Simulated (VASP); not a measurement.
Input of a VASP 6.6.1 run:

File INCAR:

```
PREC = Accurate
ENCUT = 600
EDIFF = 1E-6
ISMEAR = 0
SIGMA = 0.05
LREAL = False
LASPH = True
NELM = 120
ALGO = Normal
ISIF = 2
LWAVE = False
LCHARG = False
GGA = PE
NBANDS = 16
GGA_COMPAT = False
```

The input KPOINTS:

```
regular mesh
0
Gamma
  8 8 8
```

Contents of POSCAR:

```
MnO
1.0
    0.0000000000      2.2229500000      2.2229500000
    2.2229500000      0.0000000000      2.2229500000
    2.2229500000      2.2229500000      0.0000000000
Mn O
1 1
Direct
    0.0000000000      0.0000000000      0.0000000000
    0.5000000000      0.5000000000      0.5000000000
```

Potentials or basis: VASP PAW PBE potentials, release 64 (Mn_pv, O).

The run is started by

```sh
$ cat potpaw_PBE.64/Mn_pv/POTCAR potpaw_PBE.64/O/POTCAR > POTCAR
$ mpirun -np 1 vasp_std > vasp.out
```

Problem. Estimate the pressure.

Solution. -34.2 GPa.

Caveat: an odd number of electrons without spin polarisation forces a metal; a magnetic or distorted state may lie lower; the run has no spin polarisation, though such a crystal can be magnetic; semilocal functionals often make such compounds metallic where correlation or magnetic order opens a gap, which also shifts bond lengths. Spin polarisation is off, so any magnetic state and its effect on volume and gap are missing.
